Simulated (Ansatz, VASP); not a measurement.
# Two plane-wave programs on Cd3Fe

Contents of INCAR:

```
SYSTEM = Cd3Fe
ALGO = Fast
EDIFF = 1E-7
ENCUT = 520
GGA = PE
ISIF = 2
ISMEAR = 0
LASPH = .True.
LCHARG = .False.
LREAL = .False.
LWAVE = .False.
NBANDS = 30
NELM = 60
PREC = Accurate
SIGMA = 0.1
```

The input KPOINTS:

```
k-points
0
Gamma
  12 12 12
  0 0 0
```

File POSCAR:

```
Cd3Fe
1.0
    0.0000000000      3.3620524758      3.3620524758
    3.3620524758      0.0000000000      3.3620524758
    3.3620524758      3.3620524758      0.0000000000
Cd Fe
3 1
Direct
    0.2500000000      0.2500000000      0.2500000000
    0.7500000000      0.7500000000      0.7500000000
    0.5000000000      0.5000000000      0.5000000000
    0.0000000000      0.0000000000      0.0000000000
```

Input for Ansatz:

```yaml
crystal:
  lattice:
    - [0.0, 3.3620524758, 3.3620524758]
    - [3.3620524758, 0.0, 3.3620524758]
    - [3.3620524758, 3.3620524758, 0.0]
  atoms:
    - { symbol: Cd, position: [0.25, 0.25, 0.25] }
    - { symbol: Cd, position: [0.75, 0.75, 0.75] }
    - { symbol: Cd, position: [0.5, 0.5, 0.5] }
    - { symbol: Fe, position: [0.0, 0.0, 0.0] }
basis:
  ecutwfc: 420
kpoints:
  mp_grid: { grid: [12, 12, 12] }
hamiltonian:
  xc: pbe
scf:
  occupations: { method: gaussian, width: 0.1 }
  lower_state_search: "off"
output:
  forces: true
  stress: true
  eigenvalues: true
```

Alike in both runs: task single point; functional PBE; k mesh 12 × 12 × 12; occupations gaussian, width 0.1 eV; no spin polarisation.

|  | VASP | Ansatz |
| --- | --- | --- |
| version | VASP 6.6.1 | Ansatz 0.2.0 |
| potentials or method | VASP PAW PBE potentials, release 64 (Cd, Fe), cutoff 520 eV | scalar-relativistic, plane waves, PAW |
| valence electrons in the cell | 44 | 76 |

```tsv
	VASP	Ansatz	Ansatz less VASP
gap on the k mesh at the Fermi level (eV)	none	none	-
pressure (GPa)	-3.2	-3.7	-0.48
```

A gap of «none» marks a metal or a gap that the smearing closes. VASP's potentials hold 44 valence electrons a cell and Ansatz's 76, so a difference there can come from the potentials and not from the codes.
